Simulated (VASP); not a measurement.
# Pd (P6_3/mmc) in VASP: further runs

Runs on Pd. Level: r2SCAN. Tasks: single point, relaxation of cell and atoms.

All numbers are computed with VASP 6.6.1; they aren't measurements. Logs are shortened: lines on timing, memory, paths and dates and some standing lists are left out, and cuts for length are marked.

**1. The cell of the first run**

The structure is hexagonal, space group P6_3/mmc (No. 194). Conventional cell: a = 2.665 Å, b = 2.665 Å, c = 4.286 Å, α = 90.00°, β = 90.00°, γ = 120.00°. Within 3.5 Å of Pd (site symmetry -6m2) lie 12 Pd at 2.64 to 2.66 Å.

This isn't the form of Pd at room conditions, which is fcc.

**2. Single point, r2SCAN**

The input, POSCAR:

```
Pd
1.0
    2.6647181267      0.0000000000      0.0000000000
   -1.3323590633      2.3077135917      0.0000000000
    0.0000000000      0.0000000000      4.2860090444
Pd
2
Direct
    0.6666666667      0.3333333333      0.7500000000
    0.3333333333      0.6666666667      0.2500000000
```

The input, INCAR.step1:

```
SYSTEM = Pd
PREC = Accurate
ENCUT = 520
ISMEAR = 0
SIGMA = 0.1
LREAL = .False.
LASPH = .True.
NELM = 100
NBANDS = 17
GGA = PE
ALGO = Normal
EDIFF = 1E-4
LWAVE = .True.
LCHARG = .False.
```

The input, INCAR.step2:

```
SYSTEM = Pd
PREC = Accurate
ENCUT = 520
EDIFF = 1E-6
ISMEAR = 0
SIGMA = 0.1
LREAL = .False.
LASPH = .True.
NELM = 100
ALGO = Normal
ISIF = 2
LWAVE = .False.
LCHARG = .True.
METAGGA = R2SCAN
LMIXTAU = .True.
LELF = .True.
LVHAR = .True.
NBANDS = 17
ISTART = 1
```

The input, KPOINTS:

```
Automatic mesh
0
Gamma
  6 6 4
  0 0 0
```

Potentials or basis: VASP PAW PBE potentials, release 64 (Pd).

Launch:

```bash
cat potpaw_PBE.64/Pd/POTCAR > POTCAR
cp INCAR.step1 INCAR
mpirun -np 1 vasp_std > vasp.out
cp INCAR.step2 INCAR
mpirun -np 1 vasp_std > vasp.out
```

OUTCAR:

```text
SYSTEM = Pd
   PREC = Accurate
   ENCUT = 520
   EDIFF = 1E-6
   ISMEAR = 0
   LREAL = .False.
   LASPH = .True.
   NELM = 100
   ISIF = 2
   METAGGA = R2SCAN
   ISTART = 1

 ion  position               nearest neighbor table
   1  0.667  0.333  0.750-   2 2.64   2 2.64   2 2.64   2 2.64   2 2.64   2 2.64
   2  0.333  0.667  0.250-   1 2.64   1 2.64   1 2.64   1 2.64   1 2.64   1 2.64

  LATTYP: Found a hexagonal cell.
 ALAT       =     2.6647181267
 C/A-ratio  =     1.6084286745

  Lattice vectors:

 A1 = (   2.6647181267,   0.0000000000,   0.0000000000)
 A2 = (  -1.3323590633,   2.3077135917,   0.0000000000)
 A3 = (   0.0000000000,   0.0000000000,   4.2860090444)

Analysis of symmetry for initial positions (statically):
=====================================================================
 Subroutine PRICEL returns:
 Original cell was already a primitive cell.

 Routine SETGRP: Setting up the symmetry group for a
 hexagonal supercell.

 Subroutine GETGRP returns: Found 24 space group operations
 (whereof 12 operations were pure point group operations)
 out of a pool of 24 trial point group operations.

The static configuration has the point symmetry D_3d.
 The point group associated with its full space group is D_6h.

Analysis of symmetry for dynamics (positions and initial velocities):
=====================================================================
 Subroutine PRICEL returns:
 Original cell was already a primitive cell.

 Routine SETGRP: Setting up the symmetry group for a
 hexagonal supercell.

 Subroutine GETGRP returns: Found 24 space group operations
 (whereof 12 operations were pure point group operations)
 out of a pool of 24 trial point group operations.

The dynamic configuration has the point symmetry D_3d.
 The point group associated with its full space group is D_6h.

 Subroutine INISYM returns: Found 24 space group operations
 (whereof 12 operations are pure point group operations),
 and found     1 'primitive' translations

----------------------------------------------------------------------------------------

                                     Primitive cell

  volume of cell :      26.3564

  direct lattice vectors                    reciprocal lattice vectors
     2.664718127  0.000000000  0.000000000     0.375274214  0.216664668  0.000000000
    -1.332359063  2.307713592  0.000000000     0.000000000  0.433329337  0.000000000
     0.000000000  0.000000000  4.286009044     0.000000000  0.000000000  0.233317286
[... 79 lines left out ...]
   NELM   =    100;   NELMIN=  2; NELMDL=  0     # of ELM steps
   EDIFF  = 0.1E-05   stopping-criterion for ELM
   LREAL  =      F    real-space projection
   EDIFFG = 0.1E-04   stopping-criterion for IOM
   NSW    =      0    number of steps for IOM
   IBRION =     -1    ionic relax: 0-MD 1-quasi-New 2-CG
   NFREE  =      0    steps in history (QN), initial steepest desc. (CG)
   ISIF   =      2    stress and relaxation
   ISYM   =      2    0-nonsym 1-usesym 2-fastsym
   POTIM  = 0.5000    time-step for ionic-motion
   TEBEG  =    0.0;   TEEND  =   0.0 temperature during run
   PSTRESS=    0.0 pullay stress
   NELECT =      20.0000    total number of electrons
   NUPDOWN=      -1.0000    fix difference up-down
   EMIN   =  10.00;   EMAX   =-10.00  energy-range for DOS
   EFERMI =   0.00;   METHOD = LEGACY
   ISMEAR =     0;   SIGMA  =   0.10  broadening in eV -4-tet -1-fermi 0-gaus
   EFERMI_NEDOS =   21; number of points for ismear=-14 and -15
   IALGO  =     38    algorithm
   IMIX   =      4    mixing-type and parameters
     AMIX     =   0.40;   BMIX     =  1.00
     AMIX_MAG =   1.60;   BMIX_MAG =  1.00
  volume/ion in A,a.u.               =      13.18        88.93
  Fermi-wavevector in a.u.,A,eV,Ry     =   1.493216  2.821770 30.336844  2.229695
  Thomas-Fermi vector in A             =   2.605645
   LORBIT       =      0    0 simple, 1 ext, 2 COOP (PROOUT), +10 PAW based schemes
   METAGGA = R2SCAN    functional components
   LHFCALC =     F    Hartree Fock is set to
   AEXX    =    0.0000 exact exchange contribution
   IVDW    =     0    specifies the selected vdW correction
   LEPSILON=     F    determine dielectric tensor
   LRPA    =     F    only Hartree local field effects (RPA)
 non-spin polarized calculation
 Gauss-broadening in eV      SIGMA  =   0.10
  energy-cutoff  :      520.00
  volume of cell :       26.36
 maximum number of plane-waves:       732
 NGX is ok and might be reduce to    20
   NGX =  9   NGY =  9   NGZ = 15

 number of electron      19.9999995 magnetization

 Free energy of the ion-electron system (eV)
  ---------------------------------------------------
  ext. energy  EPLUGINS =         0.00000000
  ---------------------------------------------------
  free energy    TOTEN  =       -45.47746844 eV

  energy without entropy =      -45.45068897  energy(sigma->0) =      -45.46407871

 E-fermi :  11.6120     XC(G=0): -14.9998

 val. band max:       11.6102230593   @ k =   0.3333   0.1667   0.5000
 cond. band min:      11.6589238350   @ k =   0.1667   0.1667   0.2500
 fundamental gap:      0.0487007757
 Fermi energy:        11.6119558705

 k-point     1 :       0.0000    0.0000    0.0000
  band No.  band energies     occupation
      1       3.4834      2.00000
      2       5.2054      2.00000
      3       8.2109      2.00000
      4       8.2109      2.00000
      5       8.2323      2.00000
      6       8.7159      2.00000
[... 397 lines left out ...]
      4       7.0944      2.00000
      5       8.1892      2.00000
      6       8.1892      2.00000
[... 9 lines left out ...]
     16      22.6132      0.00000
     17      34.0300      0.00000

------------------------ aborting loop because EDIFF is reached ----------------------------------------

  FORCE on cell =-STRESS in cart. coord.  units (eV):
  Direction    XX          YY          ZZ          XY          YZ          ZX
  --------------------------------------------------------------------------------------
  -------------------------------------------------------------------------------------
  Total        5.0431473      5.0431473      6.9602736      0.0000000      0.0000000      0.0000000
  in kB      306.5673994    306.5673994    423.1074026      0.0000000      0.0000000      0.0000000
  external PRESSURE =     345.4140671 kB  Pullay stress =       0.0000000 kB

 VOLUME and BASIS-vectors are now :
 -----------------------------------------------------------------------------
  energy-cutoff  :      520.00
  volume of cell :       26.36
      direct lattice vectors                 reciprocal lattice vectors
     2.664718127  0.000000000  0.000000000     0.375274214  0.216664668  0.000000000
    -1.332359063  2.307713592  0.000000000     0.000000000  0.433329337  0.000000000
     0.000000000  0.000000000  4.286009044     0.000000000  0.000000000  0.233317286

 POSITION                                       TOTAL-FORCE (eV/Angst)
 -----------------------------------------------------------------------------------
      1.33236      0.76924      3.21451        -0.000000      0.000000      0.000000
     -0.00000      1.53848      1.07150         0.000000     -0.000000      0.000000
 -----------------------------------------------------------------------------------
    total drift:                               -0.000000      0.000000     -0.000000

  FREE ENERGIE OF THE ION-ELECTRON SYSTEM (eV)
  ---------------------------------------------------
  free  energy   TOTEN  =       -45.4774684447 eV

  energy  without entropy=      -45.4506889656  energy(sigma->0) =      -45.46407871
```

It took 22 s on 1 thread of AMD EPYC 9R45 (Zen 5), shared host; peak memory 0.11 GiB.

What came out:

```yaml
Free_energy: -45.4775 eV
Pressure: 34.5 GPa
Band_gap_on_the_k_mesh: zero (bands 10 and 11 overlap by 1.07 eV)
```

Stress tensor (GPa, compression positive):
```
30.66  0.00  0.00
 0.00 30.66  0.00
 0.00  0.00 42.31
```

Caveat: the k points lie up to 0.45 Å⁻¹ apart, too coarse for converged energies and pressures of a metal; the PAW data sets were made with another functional, which shifts forces and pressure a little.

**3. Single point, r2SCAN**

This run uses another cell than the first one, of 14.99 Å³/atom.

The input, POSCAR:

```
Pd
1.0
    2.7421833123      0.0000000000      0.0000000000
   -1.3710916561      2.3748004103      0.0000000000
    0.0000000000      0.0000000000      4.6026105066
Pd
2
Direct
    0.6666666667      0.3333333333      0.7500000000
    0.3333333333      0.6666666667      0.2500000000
```

The input, INCAR.step1:

```
SYSTEM = Pd
PREC = Accurate
ENCUT = 520
ISMEAR = 0
SIGMA = 0.1
LREAL = .FALSE.
LASPH = .TRUE.
NELM = 60
NBANDS = 17
GGA = PE
ALGO = Normal
EDIFF = 1E-4
LWAVE = .TRUE.
LCHARG = .FALSE.
```

The input, INCAR.step2:

```
SYSTEM = Pd
PREC = Accurate
ENCUT = 520
EDIFF = 1E-7
ISMEAR = 0
SIGMA = 0.1
LREAL = .FALSE.
LASPH = .TRUE.
NELM = 60
ALGO = Normal
ISIF = 2
LWAVE = .FALSE.
LCHARG = .TRUE.
METAGGA = R2SCAN
LMIXTAU = .TRUE.
LELF = .TRUE.
LVHAR = .TRUE.
NBANDS = 17
ISTART = 1
```

The input, KPOINTS:

```
Automatic mesh
0
G
  12 12 6
  0 0 0
```

Potentials or basis: VASP PAW PBE potentials, release 64 (Pd).

Launch:

```bash
cat potpaw_PBE.64/Pd/POTCAR > POTCAR
cp INCAR.step1 INCAR
mpirun -np 1 vasp_std > vasp.out
cp INCAR.step2 INCAR
mpirun -np 1 vasp_std > vasp.out
```

Run time: 78 s. Hardware: 1 thread of AMD EPYC 9R45 (Zen 5), shared host; peak memory 0.14 GiB.

The run converged. Its results:

```yaml
Free_energy: -45.8328 eV
Pressure: 0.8 GPa
Band_gap_on_the_k_mesh: zero (bands 10 and 11 overlap by 0.96 eV)
```

Levels at points of the mesh, in eV from the Fermi level:
```csv
k point,band 8,band 9,band 10,band 11,band 12,band 13
"(0.00, 0.00, 0.00)",-1.67,-1.67,-0.26,-0.26,1.09,7.16
"(0.50, 0.00, 0.00)",-0.01,0.05,0.24,2.85,4.86,10.15
"(0.00, 0.00, 0.50)",-2.79,-0.72,-0.72,-0.72,-0.72,14.49
"(0.50, 0.00, 0.50)",-0.43,0.16,0.16,2.95,2.95,8.64
```

Caveat: the PAW data sets were made with another functional, which shifts forces and pressure a little.

[end of part 1 of 2]
